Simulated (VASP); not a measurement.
# Ir (P6_3/mmc) in VASP: a series of runs

Runs on Ir. Level: LDA. Tasks: single point.

Everything below comes from runs of VASP 6.6.1. Logs are shortened: lines on timing, memory, paths and dates and some standing lists are left out, and cuts for length are marked.

### 1 The cell of the first run

Symmetry: P6_3/mmc, No. 194, hexagonal system. Conventional cell: a = 2.697 Å, b = 2.697 Å, c = 8.811 Å, α = 90.00°, β = 90.00°, γ = 120.00°. Within 3.6 Å of Ir (site symmetry -3m) lie 12 Ir at 2.70 Å. Ir (site symmetry -6m2) has 12 Ir at 2.70 Å within 3.6 Å.

This isn't the form of Ir at room conditions, which is fcc.

### 2 Single point, LDA (13.88 Å³/atom)

File INCAR:

```
SYSTEM = Ir
  PREC = Accurate
  ENCUT = 500
  EDIFF = 1E-6
  ISMEAR = -1
  SIGMA = 0.1
  LREAL = .False.
  LASPH = .True.
  NELM = 120
  ALGO = Normal
  ISIF = 2
  LWAVE = .False.
  LCHARG = .False.
  NBANDS = 26
  GGA_COMPAT = .False.
```

File KPOINTS:

```
Automatic mesh
0
Gamma
  15 15 4
  0 0 0
```

File POSCAR:

```
Ir
1.0
    2.6969985477      0.0000000000      0.0000000000
   -1.3484992739      2.3356692563      0.0000000000
    0.0000000000      0.0000000000      8.8111811327
Ir
4
Direct
    1.0000000000      1.0000000000      1.0000000000
    1.0000000000      1.0000000000      0.5000000000
    0.3333333333      0.6666666667      0.2500000000
    0.6666666667      0.3333333333      0.7500000000
```

Potentials or basis: VASP PAW LDA potentials, release 64 (Ir).

On the command line:

```sh
cat potpaw_LDA.64/Ir/POTCAR > POTCAR
mpirun -np 1 vasp_std > vasp.out
```

OUTCAR:

```text
SYSTEM = Ir
   PREC = Accurate
   ENCUT = 500
   EDIFF = 1E-6
   ISMEAR = -1
   LREAL = .False.
   LASPH = .True.
   NELM = 120
   ISIF = 2

 ion  position               nearest neighbor table
   1  0.000  0.000  0.000-   3 2.70   4 2.70   4 2.70   3 2.70   4 2.70   3 2.70
   2  0.000  0.000  0.500-   3 2.70   4 2.70   4 2.70   3 2.70   4 2.70   3 2.70
   3  0.333  0.667  0.250-   1 2.70   2 2.70   1 2.70   2 2.70   1 2.70   2 2.70
   4  0.667  0.333  0.750-   1 2.70   2 2.70   1 2.70   2 2.70   1 2.70   2 2.70

  LATTYP: Found a hexagonal cell.
 ALAT       =     2.6969985477
 C/A-ratio  =     3.2670322126

  Lattice vectors:

 A1 = (   2.6969985477,   0.0000000000,   0.0000000000)
 A2 = (  -1.3484992739,   2.3356692563,   0.0000000000)
 A3 = (   0.0000000000,   0.0000000000,   8.8111811327)

Analysis of symmetry for initial positions (statically):
=====================================================================
 Subroutine PRICEL returns:
 Original cell was already a primitive cell.

 Routine SETGRP: Setting up the symmetry group for a
 hexagonal supercell.

 Subroutine GETGRP returns: Found 24 space group operations
 (whereof 12 operations were pure point group operations)
 out of a pool of 24 trial point group operations.

The static configuration has the point symmetry D_3d.
 The point group associated with its full space group is D_6h.

Analysis of symmetry for dynamics (positions and initial velocities):
=====================================================================
 Subroutine PRICEL returns:
 Original cell was already a primitive cell.

 Routine SETGRP: Setting up the symmetry group for a
 hexagonal supercell.

 Subroutine GETGRP returns: Found 24 space group operations
 (whereof 12 operations were pure point group operations)
 out of a pool of 24 trial point group operations.

The dynamic configuration has the point symmetry D_3d.
 The point group associated with its full space group is D_6h.

 Subroutine INISYM returns: Found 24 space group operations
 (whereof 12 operations are pure point group operations),
 and found     1 'primitive' translations

----------------------------------------------------------------------------------------

                                     Primitive cell

  volume of cell :      55.5042

  direct lattice vectors                    reciprocal lattice vectors
     2.696998548  0.000000000  0.000000000     0.370782550  0.214071405  0.000000000
    -1.348499274  2.335669256  0.000000000     0.000000000  0.428142811  0.000000000
     0.000000000  0.000000000  8.811181133     0.000000000  0.000000000  0.113492162

  length of vectors
     2.696998548  2.696998548  8.811181133     0.428142811  0.428142811  0.113492162

  position of ions in fractional coordinates (direct lattice)
     0.000000000  0.000000000  0.000000000
     0.000000000  0.000000000  0.500000000
     0.333333333  0.666666667  0.250000000
     0.666666667  0.333333333  0.750000000

  ion indices of the primitive-cell ions
   primitive index   ion index
                 1           1
                 2           2
                 3           3
                 4           4

----------------------------------------------------------------------------------------

 KPOINTS: Automatic mesh

Automatic generation of k-mesh.
 Grid dimensions read from file:
 generate k-points for:   15   15    4

 Generating k-lattice:

  Cartesian coordinates                     Fractional coordinates (reciprocal lattice)
     0.024718837  0.014271427  0.000000000     0.066666667  0.000000000  0.000000000
     0.000000000  0.028542854  0.000000000     0.000000000  0.066666667  0.000000000
     0.000000000  0.000000000  0.028373041     0.000000000  0.000000000  0.250000000

  Length of vectors
     0.028542854  0.028542854  0.028373041

  Shift w.r.t. Gamma in fractional coordinates (k-lattice)
     0.000000000  0.000000000  0.000000000

 Subroutine IBZKPT returns following result:
 ===========================================

 Found     81 irreducible k-points:

 Following reciprocal coordinates:
            Coordinates               Weight
  0.000000  0.000000  0.000000      1.000000
  0.066667  0.000000  0.000000      6.000000
  0.133333  0.000000  0.000000      6.000000
  0.200000  0.000000  0.000000      6.000000
  0.266667  0.000000  0.000000      6.000000
  0.333333  0.000000  0.000000      6.000000
[... 16 lines left out ...]
  0.333333  0.200000  0.000000     12.000000
  0.400000  0.200000  0.000000      6.000000
 [... further k-points ...]
   k-points           NKPTS =     81   k-points in BZ     NKDIM =     81   number of bands    NBANDS=     26
   number of dos      NEDOS =    301   number of ions     NIONS =      4
   total plane-waves  NPLWV =  25600
   dimension x,y,z NGX =    20 NGY =   20 NGZ =   64
   dimension x,y,z NGXF=    40 NGYF=   40 NGZF=  128
   ions per type =               4
   NGX,Y,Z   is equivalent  to a cutoff of  12.33, 12.33, 12.08 a.u.
   NGXF,Y,Z  is equivalent  to a cutoff of  24.66, 24.66, 24.15 a.u.
 SYSTEM =  Ir
   PREC   = accura    normal or accurate (medium, high low for compatibility)
   ISTART =      0    job   : 0-new  1-cont  2-samecut
   ICHARG =      2    charge: 1-file 2-atom 10-const
   ISPIN  =      1    spin polarized calculation?
   LNONCOLLINEAR =      F non collinear calculations
   LSORBIT =      F    spin-orbit coupling
   LASPH  =      T    aspherical Exc in radial PAW
   ENCUT  =  500.0 eV  36.75 Ry    6.06 a.u.   4.92  4.92 16.06*2*pi/ulx,y,z
   NELM   =    120;   NELMIN=  2; NELMDL= -5     # of ELM steps
   EDIFF  = 0.1E-05   stopping-criterion for ELM
   LREAL  =      F    real-space projection
   EDIFFG = 0.1E-04   stopping-criterion for IOM
   NSW    =      0    number of steps for IOM
   IBRION =     -1    ionic relax: 0-MD 1-quasi-New 2-CG
   NFREE  =      0    steps in history (QN), initial steepest desc. (CG)
   ISIF   =      2    stress and relaxation
   ISYM   =      2    0-nonsym 1-usesym 2-fastsym
   POTIM  = 0.5000    time-step for ionic-motion
   TEBEG  =    0.0;   TEEND  =   0.0 temperature during run
   PSTRESS=    0.0 pullay stress
   NELECT =      36.0000    total number of electrons
   NUPDOWN=      -1.0000    fix difference up-down
   EMIN   =  10.00;   EMAX   =-10.00  energy-range for DOS
   EFERMI =   0.00;   METHOD = LEGACY
   ISMEAR =    -1;   SIGMA  =   0.10  broadening in eV -4-tet -1-fermi 0-gaus
   EFERMI_NEDOS =   21; number of points for ismear=-14 and -15
   IALGO  =     38    algorithm
   IMIX   =      4    mixing-type and parameters
     AMIX     =   0.40;   BMIX     =  1.00
     AMIX_MAG =   1.60;   BMIX_MAG =  1.00
  volume/ion in A,a.u.               =      13.88        93.64
  Fermi-wavevector in a.u.,A,eV,Ry     =   1.417099  2.677929 27.322816  2.008170
  Thomas-Fermi vector in A             =   2.538365
   LORBIT       =      0    0 simple, 1 ext, 2 COOP (PROOUT), +10 PAW based schemes
   GGA     = CA    functional components
   LHFCALC =     F    Hartree Fock is set to
   AEXX    =    0.0000 exact exchange contribution
   IVDW    =     0    specifies the selected vdW correction
   LEPSILON=     F    determine dielectric tensor
   LRPA    =     F    only Hartree local field effects (RPA)
 non-spin polarized calculation
  energy-cutoff  :      500.00
  volume of cell :       55.50
 maximum number of plane-waves:      1443
 NGX is ok and might be reduce to    20
   NGX =  9   NGY =  9   NGZ = 33

 number of electron      35.9999998 magnetization

 Free energy of the ion-electron system (eV)
  ---------------------------------------------------
  ext. energy  EPLUGINS =         0.00000000
  ---------------------------------------------------
  free energy    TOTEN  =       -41.22933418 eV

  energy without entropy =      -41.10831479  energy(sigma->0) =      -41.16882448

 E-fermi :  10.6747     XC(G=0): -14.2513

 val. band max:       10.6665851290   @ k =   0.3333   0.3333   0.0000
 cond. band min:      10.6785819332   @ k =   0.1333   0.1333   0.0000
 fundamental gap:      0.0119968041
 Fermi energy:        10.6747483016

 k-point     1 :       0.0000    0.0000    0.0000
  band No.  band energies     occupation
      1      -0.6603      2.00000
      2       1.5567      2.00000
      3       1.5957      2.00000
      4       2.3302      2.00000
      5       6.1217      2.00000
      6       6.1646      2.00000
[... 18 lines left out ...]
     25      18.0264      0.00000
     26      23.6694      0.00000

 k-point     2 :       0.0667    0.0000    0.0000
  band No.  band energies     occupation
      1      -0.4806      2.00000
      2       1.7282      2.00000
      3       1.7669      2.00000
      4       2.4958      2.00000
      5       5.8787      2.00000
      6       6.0414      2.00000
[... 18 lines left out ...]
     25      17.9669      0.00000
     26      23.9532      0.00000

 k-point     3 :       0.1333    0.0000    0.0000
  band No.  band energies     occupation
      1       0.0368      2.00000
      2       2.1942      2.00000
      3       2.2320      2.00000
      4       2.9479      2.00000
      5       5.4150      2.00000
      6       5.7339      2.00000
[... 18 lines left out ...]
     25      17.7987      0.00000
     26      24.6230      0.00000

 k-point     4 :       0.2000    0.0000    0.0000
  band No.  band energies     occupation
      1       0.8172      2.00000
      2       2.7571      2.00000
      3       2.7960      2.00000
      4       3.5109      2.00000
      5       5.0005      2.00000
      6       5.3539      2.00000
[... 18 lines left out ...]
     25      17.5719      0.00000
     26      24.8411      0.00000

 k-point     5 :       0.2667    0.0000    0.0000
  band No.  band energies     occupation
      1       1.6959      2.00000
      2       3.0620      2.00000
      3       3.0679      2.00000
      4       3.7630      2.00000
      5       4.7753      2.00000
      6       4.9444      2.00000
[... 18 lines left out ...]
     25      17.3957      0.00000
     26      23.1660      0.00000

 k-point     6 :       0.3333    0.0000    0.0000
  band No.  band energies     occupation
      1       2.3198      2.00000
      2       2.9260      2.00000
      3       3.1109      2.00000
      4       3.6399      2.00000
      5       4.5440      2.00000
      6       4.5659      2.00000
[... 427 lines left out ...]
 k-point    21 :       0.2000    0.2000    0.0000
  band No.  band energies     occupation
      1       3.0667      2.00000
      2       3.5242      2.00000
      3       3.5656      2.00000
      4       4.5331      2.00000
      5       4.6029      2.00000
      6       4.7202      2.00000
[... 18 lines left out ...]
     25      19.4353      0.00000
     26      21.4132      0.00000

 k-point    22 :       0.2667    0.2000    0.0000
  band No.  band energies     occupation
      1       3.4073      2.00000
      2       3.5020      2.00000
      3       3.9873      2.00000
      4       4.3406      2.00000
      5       4.3589      2.00000
      6       4.9157      2.00000
[... 18 lines left out ...]
     25      19.2807      0.00000
     26      19.9922      0.00000

 k-point    23 :       0.3333    0.2000    0.0000
  band No.  band energies     occupation
      1       3.3368      2.00000
      2       3.3511      2.00000
      3       4.0926      2.00000
      4       4.4956      2.00000
      5       4.6663      2.00000
      6       4.8601      2.00000
[... 18 lines left out ...]
     25      18.5025      0.00000
     26      19.4779      0.00000

 k-point    24 :       0.4000    0.2000    0.0000
  band No.  band energies     occupation
      1       3.2634      2.00000
      2       3.3264      2.00000
      3       4.0178      2.00000
      4       4.6939      2.00000
      5       4.7942      2.00000
      6       5.0107      2.00000
[... 18 lines left out ...]
     25      17.9725      0.00000
     26      18.5588      0.00000

 [... further k-points ...]

------------------------ aborting loop because EDIFF is reached ----------------------------------------

  FORCE on cell =-STRESS in cart. coord.  units (eV):
  Direction    XX          YY          ZZ          XY          YZ          ZX
  --------------------------------------------------------------------------------------
  -------------------------------------------------------------------------------------
  Total        0.8354290      0.8354290      0.8502667     -0.0000000      0.0000000     -0.0000000
  in kB       24.1153696     24.1153696     24.5436725     -0.0000000      0.0000000     -0.0000000
  external PRESSURE =      24.2581372 kB  Pullay stress =       0.0000000 kB

 VOLUME and BASIS-vectors are now :
 -----------------------------------------------------------------------------
  energy-cutoff  :      500.00
  volume of cell :       55.50
      direct lattice vectors                 reciprocal lattice vectors
     2.696998548  0.000000000  0.000000000     0.370782550  0.214071405  0.000000000
    -1.348499274  2.335669256  0.000000000     0.000000000  0.428142811  0.000000000
     0.000000000  0.000000000  8.811181133     0.000000000  0.000000000  0.113492162

 POSITION                                       TOTAL-FORCE (eV/Angst)
 -----------------------------------------------------------------------------------
      0.00000      0.00000      0.00000        -0.000000      0.000000     -0.000000
      0.00000      0.00000      4.40559        -0.000000      0.000000     -0.000000
     -0.00000      1.55711      2.20280        -0.000000     -0.000000      0.000000
      1.34850      0.77856      6.60839         0.000000      0.000000     -0.000000
 -----------------------------------------------------------------------------------
    total drift:                                0.000000     -0.000000      0.000000

  FREE ENERGIE OF THE ION-ELECTRON SYSTEM (eV)
  ---------------------------------------------------
  free  energy   TOTEN  =       -41.2293341791 eV

  energy  without entropy=      -41.1083147897  energy(sigma->0) =      -41.16882448
```

It took 34 s on 1 thread of Intel Xeon 6975P-C (Granite Rapids), shared host; peak memory 0.2 GiB.

What came out:

```
Free energy            : -41.2293 eV
Pressure               : 2.4 GPa
Band gap on the k mesh : zero (bands 18 and 19 overlap by 2.62 eV)
```

Caveat: spin-orbit coupling is left out, which moves the levels of the heavy elements.

(Part 1 of 2 ends here.)
